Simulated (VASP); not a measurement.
A run of VASP 6.6.1 is set up as follows.

The input INCAR:

```
SYSTEM = P
PREC = Accurate
ENCUT = 520
EDIFF = 1E-7
ISMEAR = -1
SIGMA = 0.05
LREAL = .FALSE.
LASPH = .TRUE.
NELM = 60
ALGO = Normal
ISIF = 2
LWAVE = .FALSE.
LCHARG = .FALSE.
NBANDS = 8
```

Contents of KPOINTS:

```
regular mesh
0
G
  17 17 17
  0 0 0
```

POSCAR

```
P
1.0
   -1.4183789177      1.4183789177      1.4183789177
    1.4183789177     -1.4183789177      1.4183789177
    1.4183789177      1.4183789177     -1.4183789177
P
1
Direct
    0.0000000000      0.0000000000      0.0000000000
```

Potentials or basis: VASP PAW LDA potentials, release 64 (P).

The run is started by

```console
$ cat potpaw_LDA.64/P/POTCAR > POTCAR
$ mpirun -np 1 vasp_std > vasp.out
```

Question: What does it give for the pressure?

Answer: 26.2 GPa.
